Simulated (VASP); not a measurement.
# Mg2Si (Fm-3m) in VASP: notebook

The runs below take Mg2Si through single point, with PBE.

All numbers are computed with VASP 6.6.1; they aren't measurements. Logs are shortened: lines on timing, memory, paths and dates and some standing lists are left out, and cuts for length are marked.

### 1 The cell of the first run

The structure is cubic, space group Fm-3m (No. 225). The conventional cell has a = 6.338 Å, b = 6.338 Å, c = 6.338 Å, α = 90.00°, β = 90.00°, γ = 90.00°. Within 3.6 Å of Si (site symmetry m-3m) lie 8 Mg at 2.74 Å. Within 3.6 Å of Mg (site symmetry -43m) lie 4 Si at 2.74 Å and 6 Mg at 3.17 Å.

### 2 Single point, PBE

INCAR reads:

```
SYSTEM = Mg2Si
PREC = Accurate ; ENCUT = 600
EDIFF = 1E-6 ; ISMEAR = -1
SIGMA = 0.02 ; LREAL = .False.
LASPH = .True. ; NELM = 120
ALGO = Normal ; ISIF = 2
LWAVE = .False. ; LCHARG = .True.
GGA = PE ; LELF = .True.
LVHAR = .True. ; NBANDS = 11
GGA_COMPAT = .False.
```

KPOINTS reads:

```
regular mesh
0
Gamma
  8 8 8
  0 0 0
```

POSCAR reads:

```
Mg2Si
1.0
    0.0000000000      3.1689631868      3.1689631868
    3.1689631868      0.0000000000      3.1689631868
    3.1689631868      3.1689631868      0.0000000000
Si Mg
1 2
Direct
    0.0000000000      0.0000000000      0.0000000000
    0.2500000000      0.2500000000      0.2500000000
    0.7500000000      0.7500000000      0.7500000000
```

Potentials or basis: VASP PAW PBE potentials, release 64 (Si, Mg).

Command:

```bash
$ cat potpaw_PBE.64/Si/POTCAR potpaw_PBE.64/Mg/POTCAR > POTCAR
$ mpirun -np 1 vasp_std > vasp.out
```

OUTCAR:

```text
SYSTEM = Mg2Si
   PREC = Accurate
   ENCUT = 600
   EDIFF = 1E-6
   ISMEAR = -1
   LREAL = .False.
   LASPH = .True.
   NELM = 120
   ISIF = 2
   GGA = PE

 ion  position               nearest neighbor table
   1  0.000  0.000  0.000-   2 2.74   3 2.74   3 2.74   3 2.74   3 2.74   2 2.74   2 2.74   2 2.74

   2  0.250  0.250  0.250-   1 2.74   1 2.74   1 2.74   1 2.74   3 3.17   3 3.17   3 3.17   3 3.17
                             3 3.17   3 3.17
   3  0.750  0.750  0.750-   1 2.74   1 2.74   1 2.74   1 2.74   2 3.17   2 3.17   2 3.17   2 3.17
                             2 3.17   2 3.17

  LATTYP: Found a face centered cubic cell.
 ALAT       =     6.3379263736

  Lattice vectors:

 A1 = (   0.0000000000,   3.1689631868,   3.1689631868)
 A2 = (   3.1689631868,   0.0000000000,   3.1689631868)
 A3 = (   3.1689631868,   3.1689631868,   0.0000000000)

Analysis of symmetry for initial positions (statically):
=====================================================================
 Subroutine PRICEL returns:
 Original cell was already a primitive cell.

 Routine SETGRP: Setting up the symmetry group for a
 face centered cubic supercell.

 Subroutine GETGRP returns: Found 48 space group operations
 (whereof 48 operations were pure point group operations)
 out of a pool of 48 trial point group operations.

The static configuration has the point symmetry O_h .

Analysis of symmetry for dynamics (positions and initial velocities):
=====================================================================
 Subroutine PRICEL returns:
 Original cell was already a primitive cell.

 Routine SETGRP: Setting up the symmetry group for a
 face centered cubic supercell.

 Subroutine GETGRP returns: Found 48 space group operations
 (whereof 48 operations were pure point group operations)
 out of a pool of 48 trial point group operations.

The dynamic configuration has the point symmetry O_h .

 Subroutine INISYM returns: Found 48 space group operations
 (whereof 48 operations are pure point group operations),
 and found     1 'primitive' translations

----------------------------------------------------------------------------------------

                                     Primitive cell

  volume of cell :      63.6475

  direct lattice vectors                    reciprocal lattice vectors
     0.000000000  3.168963187  3.168963187    -0.157780312  0.157780312  0.157780312
     3.168963187  0.000000000  3.168963187     0.157780312 -0.157780312  0.157780312
     3.168963187  3.168963187  0.000000000     0.157780312  0.157780312 -0.157780312

  length of vectors
     4.481590717  4.481590717  4.481590717     0.273283517  0.273283517  0.273283517

  position of ions in fractional coordinates (direct lattice)
     0.000000000  0.000000000  0.000000000
     0.250000000  0.250000000  0.250000000
     0.750000000  0.750000000  0.750000000

  ion indices of the primitive-cell ions
   primitive index   ion index
                 1           1
                 2           2
                 3           3

----------------------------------------------------------------------------------------

 KPOINTS: regular mesh

Automatic generation of k-mesh.
 Grid dimensions read from file:
 generate k-points for:    8    8    8

 Generating k-lattice:

  Cartesian coordinates                     Fractional coordinates (reciprocal lattice)
    -0.019722539  0.019722539  0.019722539     0.125000000  0.000000000  0.000000000
     0.019722539 -0.019722539  0.019722539     0.000000000  0.125000000  0.000000000
     0.019722539  0.019722539 -0.019722539     0.000000000  0.000000000  0.125000000

  Length of vectors
     0.034160440  0.034160440  0.034160440

  Shift w.r.t. Gamma in fractional coordinates (k-lattice)
     0.000000000  0.000000000  0.000000000

 Subroutine IBZKPT returns following result:
 ===========================================

 Found     29 irreducible k-points:

 Following reciprocal coordinates:
            Coordinates               Weight
  0.000000  0.000000  0.000000      1.000000
  0.125000  0.000000  0.000000      8.000000
  0.250000  0.000000  0.000000      8.000000
  0.375000  0.000000  0.000000      8.000000
  0.500000  0.000000  0.000000      4.000000
  0.125000  0.125000  0.000000      6.000000
[... 16 lines left out ...]
  0.500000  0.250000  0.125000     48.000000
 -0.375000  0.250000  0.125000     24.000000
 [... further k-points ...]
   k-points           NKPTS =     29   k-points in BZ     NKDIM =     29   number of bands    NBANDS=     11
   number of dos      NEDOS =    301   number of ions     NIONS =      3
   total plane-waves  NPLWV =  46656
   dimension x,y,z NGX =    36 NGY =   36 NGZ =   36
   dimension x,y,z NGXF=    72 NGYF=   72 NGZF=   72
   ions per type =               1   2
   NGX,Y,Z   is equivalent  to a cutoff of  13.35, 13.35, 13.35 a.u.
   NGXF,Y,Z  is equivalent  to a cutoff of  26.71, 26.71, 26.71 a.u.
 SYSTEM =  Mg2Si
   PREC   = accura    normal or accurate (medium, high low for compatibility)
   ISTART =      0    job   : 0-new  1-cont  2-samecut
   ICHARG =      2    charge: 1-file 2-atom 10-const
   ISPIN  =      1    spin polarized calculation?
   LNONCOLLINEAR =      F non collinear calculations
   LSORBIT =      F    spin-orbit coupling
   LASPH  =      T    aspherical Exc in radial PAW
   ENCUT  =  600.0 eV  44.10 Ry    6.64 a.u.   8.95  8.95  8.95*2*pi/ulx,y,z
   NELM   =    120;   NELMIN=  2; NELMDL= -5     # of ELM steps
   EDIFF  = 0.1E-05   stopping-criterion for ELM
   LREAL  =      F    real-space projection
   EDIFFG = 0.1E-04   stopping-criterion for IOM
   NSW    =      0    number of steps for IOM
   IBRION =     -1    ionic relax: 0-MD 1-quasi-New 2-CG
   NFREE  =      0    steps in history (QN), initial steepest desc. (CG)
   ISIF   =      2    stress and relaxation
   ISYM   =      2    0-nonsym 1-usesym 2-fastsym
   POTIM  = 0.5000    time-step for ionic-motion
   TEBEG  =    0.0;   TEEND  =   0.0 temperature during run
   PSTRESS=    0.0 pullay stress
   NELECT =       8.0000    total number of electrons
   NUPDOWN=      -1.0000    fix difference up-down
   EMIN   =  10.00;   EMAX   =-10.00  energy-range for DOS
   EFERMI =   0.00;   METHOD = LEGACY
   ISMEAR =    -1;   SIGMA  =   0.02  broadening in eV -4-tet -1-fermi 0-gaus
   EFERMI_NEDOS =   21; number of points for ismear=-14 and -15
   IALGO  =     38    algorithm
   IMIX   =      4    mixing-type and parameters
     AMIX     =   0.40;   BMIX     =  1.00
     AMIX_MAG =   1.60;   BMIX_MAG =  1.00
  volume/ion in A,a.u.               =      21.22       143.17
  Fermi-wavevector in a.u.,A,eV,Ry     =   0.820057  1.549684  9.149840  0.672494
  Thomas-Fermi vector in A             =   1.930972
   LORBIT       =      0    0 simple, 1 ext, 2 COOP (PROOUT), +10 PAW based schemes
   GGA     = PE    functional components
   LHFCALC =     F    Hartree Fock is set to
   AEXX    =    0.0000 exact exchange contribution
   IVDW    =     0    specifies the selected vdW correction
   LEPSILON=     F    determine dielectric tensor
   LRPA    =     F    only Hartree local field effects (RPA)
 non-spin polarized calculation
  energy-cutoff  :      600.00
  volume of cell :       63.65
 maximum number of plane-waves:      2148
   NGX = 17   NGY = 17   NGZ = 17

 number of electron       8.0000000 magnetization

 Free energy of the ion-electron system (eV)
  ---------------------------------------------------
  ext. energy  EPLUGINS =         0.00000000
  ---------------------------------------------------
  free energy    TOTEN  =        -8.91303156 eV

  energy without entropy =       -8.91301248  energy(sigma->0) =       -8.91302202

 E-fermi :   3.7346     XC(G=0):  -8.8093

 val. band max:        3.6344106762   @ k =   0.0000   0.0000   0.0000
 cond. band min:       3.8344380425   @ k =   0.5000   0.5000   0.0000
 fundamental gap:      0.2000273663
 Fermi energy:         3.7345546992

 k-point     1 :       0.0000    0.0000    0.0000
  band No.  band energies     occupation
      1      -5.5030      2.00000
      2       3.6344      1.98671
      3       3.6344      1.98671
      4       3.6344      1.98671
      5       5.5475      0.00000
      6       6.2114      0.00000
      7       6.2114      0.00000
      8       6.2114      0.00000
      9       9.2853      0.00000
     10       9.2853      0.00000
     11      10.1756      0.00000

 k-point     2 :       0.1250    0.0000    0.0000
  band No.  band energies     occupation
      1      -5.3620      2.00000
      2       2.4852      2.00000
      3       3.4793      1.99999
      4       3.4793      1.99999
      5       5.7029      0.00000
      6       6.4858      0.00000
      7       6.4858      0.00000
      8       6.9531      0.00000
      9       8.6940      0.00000
     10       8.6940      0.00000
     11      10.4275      0.00000

 k-point     3 :       0.2500    0.0000    0.0000
  band No.  band energies     occupation
      1      -4.9605      2.00000
      2       0.8406      2.00000
      3       3.2025      2.00000
      4       3.2025      2.00000
      5       5.3182      0.00000
      6       6.6608      0.00000
      7       6.6608      0.00000
      8       8.4972      0.00000
      9       8.6853      0.00000
     10       8.6853      0.00000
     11       9.8647      0.00000
[... 267 lines left out ...]
 k-point    23 :       0.5000    0.2500    0.1250
  band No.  band energies     occupation
      1      -4.1023      2.00000
      2      -0.2486      2.00000
      3       1.2400      2.00000
      4       2.3407      2.00000
      5       5.7858      0.00000
      6       6.3140      0.00000
      7       7.2870      0.00000
      8       8.2898      0.00000
      9      10.0295      0.00000
     10      11.4001      0.00000
     11      11.8804      0.00000

 k-point    24 :      -0.3750    0.2500    0.1250
  band No.  band energies     occupation
      1      -3.8046      2.00000
      2      -0.7527      2.00000
      3       1.1432      2.00000
      4       2.1605      2.00000
      5       5.7951      0.00000
      6       6.0511      0.00000
      7       8.1604      0.00000
      8       8.7112      0.00000
      9       9.5024      0.00000
     10      11.1532      0.00000
     11      12.4404      0.00000

 [... further k-points ...]

------------------------ aborting loop because EDIFF is reached ----------------------------------------

  FORCE on cell =-STRESS in cart. coord.  units (eV):
  Direction    XX          YY          ZZ          XY          YZ          ZX
  --------------------------------------------------------------------------------------
  -------------------------------------------------------------------------------------
  Total        0.2286953      0.2286953      0.2286953     -0.0000000      0.0000000      0.0000000
  in kB        5.7568674      5.7568674      5.7568674     -0.0000000      0.0000000      0.0000000
  external PRESSURE =       5.7568674 kB  Pullay stress =       0.0000000 kB

 VOLUME and BASIS-vectors are now :
 -----------------------------------------------------------------------------
  energy-cutoff  :      600.00
  volume of cell :       63.65
      direct lattice vectors                 reciprocal lattice vectors
     0.000000000  3.168963187  3.168963187    -0.157780312  0.157780312  0.157780312
     3.168963187  0.000000000  3.168963187     0.157780312 -0.157780312  0.157780312
     3.168963187  3.168963187  0.000000000     0.157780312  0.157780312 -0.157780312

 POSITION                                       TOTAL-FORCE (eV/Angst)
 -----------------------------------------------------------------------------------
      0.00000      0.00000      0.00000        -0.000000     -0.000000     -0.000000
      1.58448      1.58448      1.58448         0.000000      0.000000      0.000000
      4.75344      4.75344      4.75344        -0.000000      0.000000     -0.000000
 -----------------------------------------------------------------------------------
    total drift:                               -0.000000     -0.000000     -0.000000

  FREE ENERGIE OF THE ION-ELECTRON SYSTEM (eV)
  ---------------------------------------------------
  free  energy   TOTEN  =        -8.9130315576 eV

  energy  without entropy=       -8.9130124838  energy(sigma->0) =       -8.91302202
```

Wall time 27 s (1 thread of Intel Xeon 8259CL, shared host); peak memory 0.21 GiB.

Results:

```
Free energy            : -8.9130 eV
Pressure               : 0.6 GPa
Band gap on the k mesh : 0.20 eV (least direct gap 1.91 eV)
```

### 3 Single point, PBE (strain +5.0%)

INCAR reads:

```
PREC = Accurate ; ENCUT = 600
EDIFF = 1E-6 ; ISMEAR = -1
SIGMA = 0.02 ; LREAL = F
LASPH = T ; NELM = 120
ALGO = Normal ; ISIF = 2
LWAVE = F ; LCHARG = F
GGA = PE ; NBANDS = 11
GGA_COMPAT = F
```

KPOINTS reads:

```
regular mesh
0
Gamma
  8 8 8
```

POSCAR reads:

```
Mg2Si
1.0
    0.0000000000      3.3274113461      3.3274113461
    3.3274113461      0.0000000000      3.3274113461
    3.3274113461      3.3274113461      0.0000000000
Si Mg
1 2
Direct
    0.0000000000      0.0000000000      0.0000000000
    0.2500000000      0.2500000000      0.2500000000
    0.7500000000      0.7500000000      0.7500000000
```

Potentials or basis: VASP PAW PBE potentials, release 64 (Si, Mg).

Command:

```bash
$ cat potpaw_PBE.64/Si/POTCAR potpaw_PBE.64/Mg/POTCAR > POTCAR
$ mpirun -np 1 vasp_std > vasp.out
```

It took 39 s on 1 thread of Intel Xeon 8259CL, shared host; peak memory 0.25 GiB.

Results (log left out):

```
Free energy            : -8.7294 eV
Pressure               : -5.6 GPa
Band gap on the k mesh : 0.20 eV (least direct gap 1.08 eV)
```

Levels at points of the mesh, in eV from the valence-band top:
```csv
k point,band 1,band 2,band 3,band 4,band 5,band 6,band 7,band 8,band 9
"(0.00, 0.00, 0.00)",-8.54,0.00,0.00,0.00,1.08,2.39,2.39,2.39,5.20
"(0.50, 0.00, 0.00)",-7.35,-4.33,-0.65,-0.65,0.74,2.48,2.48,4.68,7.04
"(0.50, 0.50, 0.00)",-6.89,-4.09,-1.76,-1.76,0.20,0.36,7.15,7.15,7.50
```

Caveat: the cell differs from its parent crystal (strain +5.0%); the cell stands under tension. A k mesh can miss the band edges.
